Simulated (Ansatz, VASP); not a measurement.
SnO: VASP beside Ansatz

The input POSCAR:

```
SnO
1.0
    3.7950261603      0.0000000000      0.0000000000
    0.0000000000      3.7950261603      0.0000000000
    0.0000000000      0.0000000000      4.7870211465
Sn O
2 2
Direct
    0.5000000000      0.0000000000      0.2393458212
    0.0000000000      0.5000000000      0.7606541788
    0.0000000000      0.0000000000      0.0000000000
    0.5000000000      0.5000000000      0.0000000000
```

The input INCAR.step1:

```
SYSTEM = SnO
PREC = Accurate
ENCUT = 520
ISMEAR = 0
SIGMA = 0.05
LREAL = .False.
LASPH = .True.
NELM = 100
NBANDS = 28
GGA = PE
ALGO = Normal
EDIFF = 1E-4
LWAVE = .True.
LCHARG = .False.
```

INCAR.step2

```
SYSTEM = SnO
PREC = Accurate
ENCUT = 520
EDIFF = 1E-8
ISMEAR = 0
SIGMA = 0.05
LREAL = .False.
LASPH = .True.
NELM = 100
ALGO = Normal
ISIF = 2
LWAVE = .False.
LCHARG = .False.
METAGGA = R2SCAN
LMIXTAU = .True.
IVDW = 12
VDW_S6 = 1.0
VDW_S8 = 0.78981345
VDW_A1 = 0.49484001
VDW_A2 = 5.73083694
LEFG = .True.
NBANDS = 28
ISTART = 1
```

KPOINTS

```
regular mesh
0
Gamma
  10 10 8
  0 0 0
```

Input for Ansatz:

```yaml
crystal:
  lattice:
    - [3.7950261603, 0.0, 0.0]
    - [0.0, 3.7950261603, 0.0]
    - [0.0, 0.0, 4.7870211465]
  atoms:
    - { symbol: Sn, position: [0.5, 0.0, 0.2393458212] }
    - { symbol: Sn, position: [0.0, 0.5, 0.7606541788] }
    - { symbol: O, position: [0.0, 0.0, 0.0] }
    - { symbol: O, position: [0.5, 0.5, 0.0] }
basis:
  ecutwfc: 500
  ecutrho_ratio: 4
kpoints:
  mp_grid: { grid: [10, 10, 8] }
hamiltonian:
  xc: r2scan
  dispersion: d3bj
scf:
  occupations: { method: gaussian, width: 0.05 }
output:
  forces: true
  stress: true
  eigenvalues: true
  efg:
    contact_densities: true
    quadrupole_moments_barn: { Sn: -0.132, O: -0.02558 }
```

Alike in both runs: task electric field gradients; functional r2SCAN; dispersion D3(BJ); k mesh 10 × 10 × 8; occupations gaussian, width 0.05 eV; no spin polarisation.

```csv
,VASP,Ansatz
version,VASP 6.6.1,Ansatz 0.2.0
potentials or method,"VASP PAW PBE potentials, release 64 (Sn_d, O), cutoff 520 eV","scalar-relativistic, plane waves, PAW"
valence electrons in the cell,40,40
```

```csv
,VASP,Ansatz,Ansatz less VASP
gap on the k mesh at the Fermi level (eV),0.09,0.08,-0.010
least direct gap on the mesh (eV),2.24,2.26,+0.014
pressure (GPa),0.6,0.0,-0.61
"traceless stress, the component that is largest in VASP (GPa)",-0.05,-0.01,+0.042
rms of the force components (eV/Å),0.060,0.000,-0.0599
size of Vzz on the site where it differs most (V/Å²),188.0,190.3,+2.27
```

VASP's potentials were made for PBE, not for r2SCAN. Atom by atom the forces differ by 0.061 eV/Å (rms over components). Ansatz's warnings: dispersion damping borrowed.
